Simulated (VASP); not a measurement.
# Ti6S in VASP: notebook

Ti6S is run at these levels: PBE; tasks: single point.

Everything below comes from runs of VASP 6.6.1. Logs are shortened: lines on timing, memory, paths and dates and some standing lists are left out, and cuts for length are marked.

**1. The cell of the first run**

The cell holds a slab with vacuum, 7 atoms: a = 2.832 Å, b = 4.579 Å, c = 22.051 Å, α = 90.00°, β = 90.00°, γ = 90.00°.

**2. Single point, PBE**

INCAR

```
SYSTEM = Ti6S
PREC = Accurate
ENCUT = 520
EDIFF = 1E-6
ISMEAR = 0
SIGMA = 0.1
LREAL = .False.
LASPH = .True.
NELM = 100
ALGO = Normal
ISIF = 2
LWAVE = .False.
LCHARG = .False.
LDIPOL = .True.
IDIPOL = 3
DIPOL = 0.5 0.5 0.364
GGA = PE
NBANDS = 48
```

KPOINTS

```
regular mesh
0
Gamma
  9 6 1
  0 0 0
```

POSCAR

```
Ti6S
1.0
    2.8319727860      0.0000000000      0.0000000000
    0.0000000000      4.5793473380      0.0000000000
    0.0000000000      0.0000000000     22.0506909065
Ti S
6 1
Direct
    0.5000000000      0.0000000000      0.1814002118
    0.0000000000      0.5000000000      0.2413504290
    0.5000000000      0.0000000000      0.3013006462
    0.5000000000      0.5000000000      0.3625816208
    0.0000000000      0.0000000000      0.4208167734
    0.5000000000      0.5000000000      0.4784743912
    0.6666666667      0.7000000000      0.5652690179
```

Potentials or basis: VASP PAW PBE potentials, release 64 (Ti_sv, S).

Launch:

```bash
cat potpaw_PBE.64/Ti_sv/POTCAR potpaw_PBE.64/S/POTCAR > POTCAR
mpirun -np 1 vasp_std > vasp.out
```

OUTCAR:

```text
SYSTEM = Ti6S
   PREC = Accurate
   ENCUT = 520
   EDIFF = 1E-6
   ISMEAR = 0
   LREAL = .False.
   LASPH = .True.
   NELM = 100
   ISIF = 2
   GGA = PE

 ion  position               nearest neighbor table
   1  0.500  0.000  0.181-   3 2.64
   2  0.000  0.500  0.241-
   3  0.500  0.000  0.301-   1 2.64   4 2.66   4 2.66
   4  0.500  0.500  0.363-   6 2.56   3 2.66   3 2.66
   5  0.000  0.000  0.421-
   6  0.500  0.500  0.478-   7 2.17   4 2.56
   7  0.667  0.700  0.565-   6 2.17

  LATTYP: Found a simple orthorhombic cell.
 ALAT       =     2.8319727860
 B/A-ratio  =     1.6170167173
 C/A-ratio  =     7.7863357358

  Lattice vectors:

 A1 = (   2.8319727860,   0.0000000000,   0.0000000000)
 A2 = (   0.0000000000,   4.5793473380,   0.0000000000)
 A3 = (   0.0000000000,   0.0000000000,  22.0506909065)

Analysis of symmetry for initial positions (statically):
=====================================================================
 Subroutine PRICEL returns:
 Original cell was already a primitive cell.

 Routine SETGRP: Setting up the symmetry group for a
 simple orthorhombic supercell.

 Subroutine GETGRP returns: Found  1 space group operations
 (whereof  1 operations were pure point group operations)
 out of a pool of  8 trial point group operations.

The static configuration has the point symmetry C_1 .

Analysis of symmetry for dynamics (positions and initial velocities):
=====================================================================
 Subroutine PRICEL returns:
 Original cell was already a primitive cell.

 Routine SETGRP: Setting up the symmetry group for a
 simple orthorhombic supercell.

 Subroutine GETGRP returns: Found  1 space group operations
 (whereof  1 operations were pure point group operations)
 out of a pool of  8 trial point group operations.

The dynamic configuration has the point symmetry C_1 .

 Subroutine INISYM returns: Found  1 space group operations
 (whereof  1 operations are pure point group operations),
 and found     1 'primitive' translations

----------------------------------------------------------------------------------------
[... 108 lines left out ...]
   NFREE  =      0    steps in history (QN), initial steepest desc. (CG)
   ISIF   =      2    stress and relaxation
   ISYM   =      2    0-nonsym 1-usesym 2-fastsym
   POTIM  = 0.5000    time-step for ionic-motion
   TEBEG  =    0.0;   TEEND  =   0.0 temperature during run
   PSTRESS=    0.0 pullay stress
   NELECT =      78.0000    total number of electrons
   NUPDOWN=      -1.0000    fix difference up-down
   EMIN   =  10.00;   EMAX   =-10.00  energy-range for DOS
   EFERMI =   0.00;   METHOD = LEGACY
   ISMEAR =     0;   SIGMA  =   0.10  broadening in eV -4-tet -1-fermi 0-gaus
   EFERMI_NEDOS =   21; number of points for ismear=-14 and -15
   IALGO  =     38    algorithm
   IMIX   =      4    mixing-type and parameters
     AMIX     =   0.40;   BMIX     =  1.00
     AMIX_MAG =   1.60;   BMIX_MAG =  1.00
  volume/ion in A,a.u.               =      40.85       275.69
  Fermi-wavevector in a.u.,A,eV,Ry     =   1.061699  2.006320 15.336552  1.127205
  Thomas-Fermi vector in A             =   2.197124
   LORBIT       =      0    0 simple, 1 ext, 2 COOP (PROOUT), +10 PAW based schemes
   GGA     = PE    functional components
   LHFCALC =     F    Hartree Fock is set to
   AEXX    =    0.0000 exact exchange contribution
   IVDW    =     0    specifies the selected vdW correction
   LEPSILON=     F    determine dielectric tensor
   LRPA    =     F    only Hartree local field effects (RPA)
 non-spin polarized calculation
 Gauss-broadening in eV      SIGMA  =   0.10
  energy-cutoff  :      520.00
  volume of cell :      285.97
 maximum number of plane-waves:      7748
 NGX is ok and might be reduce to    24
   NGX = 11   NGY = 17   NGZ = 81

 dipolmoment           0.000000      0.000000     -0.066903 electrons x Angstroem

 number of electron      78.0000001 magnetization

 dipolmoment           0.000000      0.000000      0.169774 electrons x Angstroem

 Free energy of the ion-electron system (eV)
  ---------------------------------------------------
  ext. energy  EPLUGINS =         0.00000000
  ---------------------------------------------------
  free energy    TOTEN  =       -48.91670243 eV

  energy without entropy =      -48.86474441  energy(sigma->0) =      -48.89072342

 E-fermi :   0.8041     XC(G=0):  -5.7578

 val. band max:        0.7974055560   @ k =   0.3333   0.1667   0.0000
 cond. band min:       0.8041897998   @ k =   0.3333  -0.1667   0.0000
 fundamental gap:      0.0067842439
 Fermi energy:         0.8041373852

 k-point     1 :       0.0000    0.0000    0.0000
  band No.  band energies     occupation
      1     -56.1524      2.00000
      2     -56.0464      2.00000
      3     -56.0337      2.00000
      4     -55.8525      2.00000
      5     -55.7887      2.00000
      6     -55.6865      2.00000
[... 1213 lines left out ...]
     47       2.1436      0.00000
     48       2.4295      0.00000

 [... further k-points ...]

------------------------ aborting loop because EDIFF is reached ----------------------------------------

 vacuum level on the upper side and lower side of the slab       (xc-potential included)         1.015        -1.318

  FORCE on cell =-STRESS in cart. coord.  units (eV):
  Direction    XX          YY          ZZ          XY          YZ          ZX
  --------------------------------------------------------------------------------------
  -------------------------------------------------------------------------------------
  Total       -1.9857254     -3.4751843     -0.6467088      0.7230018      0.8902030      2.0985558
  in kB      -11.1253815    -19.4703414     -3.6233018      4.0507467      4.9875214     11.7575337
  external PRESSURE =     -11.4063416 kB  Pullay stress =       0.0000000 kB

 VOLUME and BASIS-vectors are now :
 -----------------------------------------------------------------------------
  energy-cutoff  :      520.00
  volume of cell :      285.97
      direct lattice vectors                 reciprocal lattice vectors
     2.831972786  0.000000000  0.000000000     0.353110738  0.000000000  0.000000000
     0.000000000  4.579347338  0.000000000     0.000000000  0.218371730  0.000000000
     0.000000000  0.000000000 22.050690907     0.000000000  0.000000000  0.045350053

 POSITION                                       TOTAL-FORCE (eV/Angst)
 -----------------------------------------------------------------------------------
      1.41599      0.00000      4.00000        -0.000022      0.023698      0.404133
      0.00000      2.28967      5.32194         0.004029      0.001590     -0.037799
      1.41599      0.00000      6.64389         0.023004     -0.082029     -0.313076
      1.41599      2.28967      7.99518        -0.045744      0.069094     -0.063469
      0.00000      0.00000      9.27930        -0.174292     -0.313053     -0.328747
      1.41599      2.28967     10.55069        -0.784500      0.032849      0.322673
      1.88798      3.20554     12.46457         0.977525      0.267851      0.016284
 -----------------------------------------------------------------------------------
    total drift:                               -0.000030      0.000120      0.000020

  FREE ENERGIE OF THE ION-ELECTRON SYSTEM (eV)
  ---------------------------------------------------
  free  energy   TOTEN  =       -48.9167024346 eV

  energy  without entropy=      -48.8647444144  energy(sigma->0) =      -48.89072342

 vacuum level on the upper side and lower side of the slab         6.443         4.040
```

OSZICAR:

```text
N       E                     dE             d eps       ncg     rms          rms(c)
DAV:   1     0.985325650581E+03    0.98533E+03   -0.41570E+04  3024   0.165E+03
DAV:   2     0.843011438227E+02   -0.90102E+03   -0.88094E+03  2856   0.525E+02
DAV:   3    -0.325229771108E+02   -0.11682E+03   -0.11302E+03  4328   0.166E+02
[... 26 lines left out ...]
DAV:  30    -0.489166933538E+02   -0.12659E-04   -0.75764E-07  2136   0.463E-03    0.258E-03
DAV:  31    -0.489166974949E+02   -0.41411E-05   -0.28436E-07  2000   0.305E-03    0.185E-03
DAV:  32    -0.489167012037E+02   -0.37087E-05   -0.29209E-07  1936   0.276E-03    0.917E-04
DAV:  33    -0.489167022815E+02   -0.10779E-05   -0.18284E-07  1920   0.257E-03    0.585E-04
DAV:  34    -0.489167024346E+02   -0.15309E-06   -0.75258E-08  1896   0.140E-03
   1 F= -.48916702E+02 E0= -.48890723E+02  d E =-.519580E-01
```

It took 12 min on 1 thread of Intel Xeon 6975P-C (Granite Rapids), shared host; peak memory 0.52 GiB.

What came out:

```yaml
Free_energy: -48.9167 eV
Largest_force: 1.014 eV/Å
Band_gap_on_the_k_mesh: zero (band 39 reaches 0.98 eV, above the bottom of band 40 at 0.69 eV)
```

Forces on the atoms (eV/Å):
```
Ti   0.000  0.024  0.404
Ti   0.004  0.002 -0.038
Ti   0.023 -0.082 -0.313
Ti  -0.046  0.069 -0.063
Ti  -0.174 -0.313 -0.329
Ti  -0.784  0.033  0.323
S    0.978  0.268  0.016
```

(Continued in part 2 of 2.)
